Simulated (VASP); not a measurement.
# PbSe (Cmcm) in VASP: single point with LDA

Aim: the single point of PbSe with LDA.

All numbers are computed with VASP 6.6.1; they aren't measurements. Logs are shortened: lines on timing, memory, paths and dates and some standing lists are left out, and cuts for length are marked.

### 1 The cell of the first run

It takes space group Cmcm (No. 63, orthorhombic). The conventional cell has a = 4.310 Å, b = 12.268 Å, c = 4.450 Å, α = 90.00°, β = 90.00°, γ = 90.00°. Within 3.7 Å of Pb (site symmetry m2m) lie 5 Se at 2.82 to 3.10 Å. Se (site symmetry m2m) has 5 Pb at 2.82 to 3.10 Å within 3.7 Å.

### 2 Single point, LDA

INCAR reads:

```
SYSTEM = PbSe
  PREC = Accurate
  ENCUT = 520
  EDIFF = 1E-6
  ISMEAR = 0
  SIGMA = 0.01
  LREAL = .FALSE.
  LASPH = .TRUE.
  NELM = 100
  ALGO = Normal
  ISIF = 2
  LWAVE = .FALSE.
  LCHARG = .TRUE.
  LELF = .TRUE.
  LVHAR = .TRUE.
  NBANDS = 28
```

KPOINTS reads:

```
Automatic mesh
0
G
  4 4 4
  0 0 0
```

POSCAR reads:

```
PbSe
1.0
    2.1548800000     -6.1339500000      0.0000000000
    2.1548800000      6.1339500000      0.0000000000
    0.0000000000      0.0000000000      4.4504900000
Pb Se
2 2
Direct
    0.6317600000      0.3682400000      0.7500000000
    0.3682400000      0.6317600000      0.2500000000
    0.8612900000      0.1387100000      0.7500000000
    0.1387100000      0.8612900000      0.2500000000
```

Potentials or basis: VASP PAW LDA potentials, release 64 (Pb_d, Se).

Launch:

```
$ cat potpaw_LDA.64/Pb_d/POTCAR potpaw_LDA.64/Se/POTCAR > POTCAR
$ mpirun -np 1 vasp_std > vasp.out
```

OUTCAR:

```text
SYSTEM = PbSe
   PREC = Accurate
   ENCUT = 520
   EDIFF = 1E-6
   ISMEAR = 0
   LREAL = .FALSE.
   LASPH = .TRUE.
   NELM = 100
   ISIF = 2

 ion  position               nearest neighbor table
   1  0.632  0.368  0.750-   3 2.82   4 3.10   4 3.10   4 3.10   4 3.10   2 3.92   2 3.92
   2  0.368  0.632  0.250-   4 2.82   3 3.10   3 3.10   3 3.10   3 3.10   1 3.92   1 3.92
   3  0.861  0.139  0.750-   1 2.82   2 3.10   2 3.10   2 3.10   2 3.10
   4  0.139  0.861  0.250-   2 2.82   1 3.10   1 3.10   1 3.10   1 3.10

  LATTYP: Found a base centered orthorhombic cell.
 ALAT       =     4.3097600000
 B/A-ratio  =     2.8465390184
 C/A-ratio  =     1.0326537905

  Lattice vectors:

 A1 = (   2.1548800000,  -6.1339500000,   0.0000000000)
 A2 = (   2.1548800000,   6.1339500000,   0.0000000000)
 A3 = (   0.0000000000,   0.0000000000,   4.4504900000)

Analysis of symmetry for initial positions (statically):
=====================================================================
 Subroutine PRICEL returns:
 Original cell was already a primitive cell.

 Routine SETGRP: Setting up the symmetry group for a
 base centered orthorhombic supercell.

 Subroutine GETGRP returns: Found  8 space group operations
 (whereof  4 operations were pure point group operations)
 out of a pool of  8 trial point group operations.

The static configuration has the point symmetry C_2h.
 The point group associated with its full space group is D_2h.

Analysis of symmetry for dynamics (positions and initial velocities):
=====================================================================
 Subroutine PRICEL returns:
 Original cell was already a primitive cell.

 Routine SETGRP: Setting up the symmetry group for a
 base centered orthorhombic supercell.

 Subroutine GETGRP returns: Found  8 space group operations
 (whereof  4 operations were pure point group operations)
 out of a pool of  8 trial point group operations.

The dynamic configuration has the point symmetry C_2h.
 The point group associated with its full space group is D_2h.

 Subroutine INISYM returns: Found  8 space group operations
 (whereof  4 operations are pure point group operations),
 and found     1 'primitive' translations

----------------------------------------------------------------------------------------

                                     Primitive cell

  volume of cell :     117.6525

  direct lattice vectors                    reciprocal lattice vectors
     2.154880000 -6.133950000  0.000000000     0.232031482 -0.081513543  0.000000000
     2.154880000  6.133950000  0.000000000     0.232031482  0.081513543  0.000000000
     0.000000000  0.000000000  4.450490000     0.000000000  0.000000000  0.224694359

  length of vectors
     6.501449870  6.501449870  4.450490000     0.245933053  0.245933053  0.224694359

  position of ions in fractional coordinates (direct lattice)
     0.631760000  0.368240000  0.750000000
     0.368240000  0.631760000  0.250000000
     0.861290000  0.138710000  0.750000000
     0.138710000  0.861290000  0.250000000

  ion indices of the primitive-cell ions
   primitive index   ion index
                 1           1
                 2           2
                 3           3
                 4           4

----------------------------------------------------------------------------------------

 KPOINTS: Automatic mesh

Automatic generation of k-mesh.
 Grid dimensions read from file:
 generate k-points for:    4    4    4

 Generating k-lattice:

  Cartesian coordinates                     Fractional coordinates (reciprocal lattice)
     0.058007871 -0.020378386  0.000000000     0.250000000 -0.000000000  0.000000000
     0.058007871  0.020378386  0.000000000    -0.000000000  0.250000000  0.000000000
     0.000000000  0.000000000  0.056173590     0.000000000  0.000000000  0.250000000

  Length of vectors
     0.061483263  0.061483263  0.056173590

  Shift w.r.t. Gamma in fractional coordinates (k-lattice)
     0.000000000  0.000000000  0.000000000

 Subroutine IBZKPT returns following result:
 ===========================================

 Found     21 irreducible k-points:

 Following reciprocal coordinates:
            Coordinates               Weight
  0.000000  0.000000  0.000000      1.000000
  0.250000 -0.000000  0.000000      4.000000
  0.500000 -0.000000  0.000000      2.000000
  0.250000  0.250000  0.000000      2.000000
  0.500000  0.250000  0.000000      4.000000
 -0.250000  0.250000  0.000000      2.000000
[... 13 lines left out ...]
 -0.250000  0.250000  0.500000      2.000000
  0.500000  0.500000  0.500000      1.000000
   k-points           NKPTS =     21   k-points in BZ     NKDIM =     21   number of bands    NBANDS=     28
   number of dos      NEDOS =    301   number of ions     NIONS =      4
   total plane-waves  NPLWV =  82944
   dimension x,y,z NGX =    48 NGY =   48 NGZ =   36
   dimension x,y,z NGXF=    96 NGYF=   96 NGZF=   72
   ions per type =               2   2
   NGX,Y,Z   is equivalent  to a cutoff of  12.27, 12.27, 13.45 a.u.
   NGXF,Y,Z  is equivalent  to a cutoff of  24.55, 24.55, 26.90 a.u.
 SYSTEM =  PbSe
   PREC   = accura    normal or accurate (medium, high low for compatibility)
   ISTART =      0    job   : 0-new  1-cont  2-samecut
   ICHARG =      2    charge: 1-file 2-atom 10-const
   ISPIN  =      1    spin polarized calculation?
   LNONCOLLINEAR =      F non collinear calculations
   LSORBIT =      F    spin-orbit coupling
   LASPH  =      T    aspherical Exc in radial PAW
   ENCUT  =  520.0 eV  38.22 Ry    6.18 a.u.  12.09 12.09  8.27*2*pi/ulx,y,z
   NELM   =    100;   NELMIN=  2; NELMDL= -5     # of ELM steps
   EDIFF  = 0.1E-05   stopping-criterion for ELM
   LREAL  =      F    real-space projection
   EDIFFG = 0.1E-04   stopping-criterion for IOM
   NSW    =      0    number of steps for IOM
   IBRION =     -1    ionic relax: 0-MD 1-quasi-New 2-CG
   NFREE  =      0    steps in history (QN), initial steepest desc. (CG)
   ISIF   =      2    stress and relaxation
   ISYM   =      2    0-nonsym 1-usesym 2-fastsym
   POTIM  = 0.5000    time-step for ionic-motion
   TEBEG  =    0.0;   TEEND  =   0.0 temperature during run
   PSTRESS=    0.0 pullay stress
   NELECT =      40.0000    total number of electrons
   NUPDOWN=      -1.0000    fix difference up-down
   EMIN   =  10.00;   EMAX   =-10.00  energy-range for DOS
   EFERMI =   0.00;   METHOD = LEGACY
   ISMEAR =     0;   SIGMA  =   0.01  broadening in eV -4-tet -1-fermi 0-gaus
   EFERMI_NEDOS =   21; number of points for ismear=-14 and -15
   IALGO  =     38    algorithm
   IMIX   =      4    mixing-type and parameters
     AMIX     =   0.40;   BMIX     =  1.00
     AMIX_MAG =   1.60;   BMIX_MAG =  1.00
  volume/ion in A,a.u.               =      29.41       198.49
  Fermi-wavevector in a.u.,A,eV,Ry     =   1.142601  2.159202 17.762897  1.305536
  Thomas-Fermi vector in A             =   2.279298
   LORBIT       =      0    0 simple, 1 ext, 2 COOP (PROOUT), +10 PAW based schemes
   GGA     = CA    functional components
   LHFCALC =     F    Hartree Fock is set to
   AEXX    =    0.0000 exact exchange contribution
   IVDW    =     0    specifies the selected vdW correction
   LEPSILON=     F    determine dielectric tensor
   LRPA    =     F    only Hartree local field effects (RPA)
 non-spin polarized calculation
 Gauss-broadening in eV      SIGMA  =   0.01
  energy-cutoff  :      520.00
  volume of cell :      117.65
 maximum number of plane-waves:      3192
   NGX = 25   NGY = 25   NGZ = 17

 number of electron      39.9999994 magnetization

 Free energy of the ion-electron system (eV)
  ---------------------------------------------------
  ext. energy  EPLUGINS =         0.00000000
  ---------------------------------------------------
  free energy    TOTEN  =       -18.64967361 eV

  energy without entropy =      -18.64967361  energy(sigma->0) =      -18.64967361

 E-fermi :   4.1532     XC(G=0):  -9.7432

 val. band max:        4.0628549272   @ k =   0.0000   0.0000   0.5000
 cond. band min:       5.1594666644   @ k =   0.5000   0.5000   0.0000
 fundamental gap:      1.0966117372
 Fermi energy:         4.1531773027

 k-point     1 :       0.0000    0.0000    0.0000
  band No.  band energies     occupation
      1     -12.3177      2.00000
      2     -12.2300      2.00000
      3     -12.2220      2.00000
      4     -12.2210      2.00000
      5     -12.2036      2.00000
      6     -12.1966      2.00000
[... 20 lines left out ...]
     27       9.5269      0.00000
     28      10.9599      0.00000

 k-point     2 :       0.2500   -0.0000    0.0000
  band No.  band energies     occupation
      1     -12.2898      2.00000
      2     -12.2232      2.00000
      3     -12.2226      2.00000
      4     -12.2164      2.00000
      5     -12.2030      2.00000
      6     -12.1988      2.00000
[... 20 lines left out ...]
     27      10.6353      0.00000
     28      11.5481      0.00000

 k-point     3 :       0.5000   -0.0000    0.0000
  band No.  band energies     occupation
      1     -12.2460      2.00000
      2     -12.2394      2.00000
      3     -12.2301      2.00000
      4     -12.2294      2.00000
      5     -12.1998      2.00000
      6     -12.1950      2.00000
[... 20 lines left out ...]
     27      12.0286      0.00000
     28      12.9154      0.00000

 k-point     4 :       0.2500    0.2500    0.0000
  band No.  band energies     occupation
      1     -12.2462      2.00000
      2     -12.2390      2.00000
      3     -12.2354      2.00000
      4     -12.2223      2.00000
      5     -12.2008      2.00000
      6     -12.1962      2.00000
[... 485 lines left out ...]
     27      10.6560      0.00000
     28      10.6560      0.00000

 k-point    20 :      -0.2500    0.2500    0.5000
  band No.  band energies     occupation
      1     -12.2535      2.00000
      2     -12.2535      2.00000
      3     -12.2234      2.00000
      4     -12.2234      2.00000
      5     -12.1954      2.00000
      6     -12.1954      2.00000
[... 20 lines left out ...]
     27      12.9801      0.00000
     28      12.9801      0.00000

 k-point    21 :       0.5000    0.5000    0.5000
  band No.  band energies     occupation
      1     -12.2555      2.00000
      2     -12.2555      2.00000
      3     -12.2191      2.00000
      4     -12.2191      2.00000
      5     -12.1953      2.00000
      6     -12.1953      2.00000
[... 20 lines left out ...]
     27      12.2397      0.00000
     28      12.2397      0.00000

------------------------ aborting loop because EDIFF is reached ----------------------------------------

  FORCE on cell =-STRESS in cart. coord.  units (eV):
  Direction    XX          YY          ZZ          XY          YZ          ZX
  --------------------------------------------------------------------------------------
  -------------------------------------------------------------------------------------
  Total       -2.3857446     -2.3174922     -2.5546845      0.0000000     -0.0000000      0.0000000
  in kB      -32.4887782    -31.5593264    -34.7893818      0.0000000     -0.0000000      0.0000000
  external PRESSURE =     -32.9458288 kB  Pullay stress =       0.0000000 kB

 VOLUME and BASIS-vectors are now :
 -----------------------------------------------------------------------------
  energy-cutoff  :      520.00
  volume of cell :      117.65
      direct lattice vectors                 reciprocal lattice vectors
     2.154880000 -6.133950000  0.000000000     0.232031482 -0.081513543  0.000000000
     2.154880000  6.133950000  0.000000000     0.232031482  0.081513543  0.000000000
     0.000000000  0.000000000  4.450490000     0.000000000  0.000000000  0.224694359

 POSITION                                       TOTAL-FORCE (eV/Angst)
 -----------------------------------------------------------------------------------
      2.15488     -1.61642      3.33787         0.000000     -0.083517     -0.000000
      2.15488      1.61642      1.11262         0.000000      0.083517      0.000000
      2.15488     -4.43227      3.33787         0.000000      0.075773     -0.000000
      2.15488      4.43227      1.11262         0.000000     -0.075773      0.000000
 -----------------------------------------------------------------------------------
    total drift:                                0.000000     -0.000000      0.000000

  FREE ENERGIE OF THE ION-ELECTRON SYSTEM (eV)
  ---------------------------------------------------
  free  energy   TOTEN  =       -18.6496736125 eV

  energy  without entropy=      -18.6496736125  energy(sigma->0) =      -18.64967361
```

Wall time 31 s (1 thread of Intel Xeon 6975P-C (Granite Rapids), shared host); peak memory 0.24 GiB.

What came out:

```yaml
Free_energy: -18.6497 eV
Pressure: -3.3 GPa
Largest_force: 0.084 eV/Å
Band_gap_on_the_k_mesh: 1.10 eV, indirect (least direct gap 1.35 eV)
```

Forces on the atoms (eV/Å):
```
Pb   0.000 -0.084  0.000
Pb   0.000  0.084  0.000
Se   0.000  0.076  0.000
Se   0.000 -0.076  0.000
```

Stress tensor (GPa, compression positive):
```
-3.25  0.00  0.00
 0.00 -3.16  0.00
 0.00  0.00 -3.48
```

Caveat: spin-orbit coupling is left out, which moves the levels of the heavy elements. A k mesh can miss the band edges.
